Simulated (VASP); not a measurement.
LiF, 2 atoms in the cell. It takes space group Fm-3m (No. 225, cubic). The conventional cell has a = 4.068 Å, b = 4.068 Å, c = 4.068 Å, α = 90.00°, β = 90.00°, γ = 90.00°. Li (site symmetry m-3m) has 6 F at 2.03 Å within 2.7 Å. Within 2.7 Å of F (site symmetry m-3m) lie 6 Li at 2.03 Å. 

```yaml
Program: VASP 6.6.1
Task: single point
Functional: PBE
Potentials_or_basis: VASP PAW PBE potentials, release 64 (Li_sv, F)
Cutoff: 520 eV
k_mesh: 14 × 14 × 14
Occupations: gaussian, width 0.05 eV
Spin: no spin polarisation
Dipole_correction: no
Further_INCAR_settings: ALGO = Normal; EDIFF = 1e-06; NBANDS = 12
```

Potentials or basis: VASP PAW PBE potentials, release 64 (Li_sv, F).

Launch:

```console
$ cat potpaw_PBE.64/Li_sv/POTCAR potpaw_PBE.64/F/POTCAR > POTCAR
$ mpirun -np 1 vasp_std > vasp.out
```

Hardware: 1 thread of AMD EPYC 9R14 (Zen 4), with other jobs on the host.

Task: How long does it take, and how much memory?

Result: Run time: 15 s on 1 thread of AMD EPYC 9R14 (Zen 4), on a shared host, peak memory 0.11 GiB. Counts: scf iterations 12, k points 104.
